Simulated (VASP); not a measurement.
# ScI2Cl: relaxation of cell and atoms with PBE

ScI2Cl:

```xyz
4
Lattice="4.3591 0.0000 0.0000 -2.1796 3.7751 0.0000 0.0000 0.0000 10.9249" Properties=species:S:1:pos:R:3 pbc="T T T"
Sc    0.0000    0.0000    5.4624
I     0.0000    0.0000    2.8229
I     0.0000    0.0000    8.1020
Cl    0.0000    0.0000    0.0000
```

The cell was generated, and may not be a known phase.

```json
{
  "Program": "VASP 6.6.1",
  "Task": "relaxation of cell and atoms",
  "Functional": "PBE",
  "Potentials or basis": "VASP PAW PBE potentials, release 64 (Sc_sv, I, Cl)",
  "Cutoff": "600 eV",
  "k mesh": "12 × 12 × 4",
  "Occupations": "gaussian, width 0.1 eV",
  "Spin": "no spin polarisation",
  "Dipole correction": "no",
  "Further INCAR settings": "ALGO = Normal; EDIFF = 1e-06; IBRION = 2; EDIFFG = -0.01; NSW = 100; ISIF = 3"
}
```

```
Relaxed volume                        : 44.36 Å³/atom
Relaxed cell                          : a = 4.316 Å, b = 4.316 Å, c = 11.003 Å, α = 90.00°, β = 90.00°, γ = 120.00°
Space group after relaxing (to 0.1 Å) : P6/mmm (No. 191)
Energy gained by relaxing             : 1.2 meV/atom
Ionic steps                           : 12
Pressure after relaxing               : 0.0 GPa
Band gap on the k mesh                : zero (bands 16 and 17 overlap by 0.89 eV)
```

The path:
```csv
step,energy change (eV),largest force (eV/Å),pressure (GPa),volume (Å³)
1,0.0000,0.0163,0.22,179.78
2,0.0011,0.1908,-0.43,181.36
3,-0.0030,0.0981,-0.09,180.50
4,-0.0040,0.0646,-0.07,180.08
5,-0.0049,0.0143,-0.01,179.07
6,-0.0049,0.0102,-0.01,179.13
7,-0.0049,0.0035,-0.03,179.00
8,-0.0049,0.0007,-0.04,178.95
9,-0.0049,0.0008,-0.04,178.88
10,-0.0050,0.0006,-0.03,178.68
11,-0.0050,0.0001,-0.03,178.27
12,-0.0050,0.0008,0.01,177.46
```

Final structure:
```yaml
crystal:
  lattice:
    - [4.31554, 0.00000, 0.00000]
    - [-2.15777, 3.73737, 0.00000]
    - [0.00000, 0.00000, 11.00260]
  atoms:
    - { symbol: Sc, position: [0.00000, 0.00000, 0.50000] }
    - { symbol: I, position: [0.00000, 0.00000, 0.25943] }
    - { symbol: I, position: [0.00000, 0.00000, 0.74057] }
    - { symbol: Cl, position: [0.00000, 0.00000, 0.00000] }
```

Levels at points of the mesh, in eV from the Fermi level:
```
           k point  band 12  band 13  band 14  band 15  band 16  band 17  band 18  band 19  band 20
(0.00, 0.00, 0.00)    -1.29    -1.29    -1.08    -0.44    -0.44     0.17     0.80     0.80     1.80
(0.50, 0.00, 0.00)    -1.69    -1.68    -1.42    -0.69    -0.04     0.45     1.21     1.44     1.68
(0.00, 0.00, 0.50)    -1.45    -0.95    -0.95    -0.64    -0.64    -0.41     0.80     0.80     1.86
(0.50, 0.00, 0.50)    -1.87    -1.44    -1.40    -0.83    -0.51    -0.02     1.31     1.44     1.65
```

It took 16 min on 1 thread of Intel(R) Xeon(R) 6975P-C (Granite Rapids) (shared host), peak memory 0.55 GiB.

Caveat: spin-orbit coupling is left out, which moves the levels of the heavy elements.
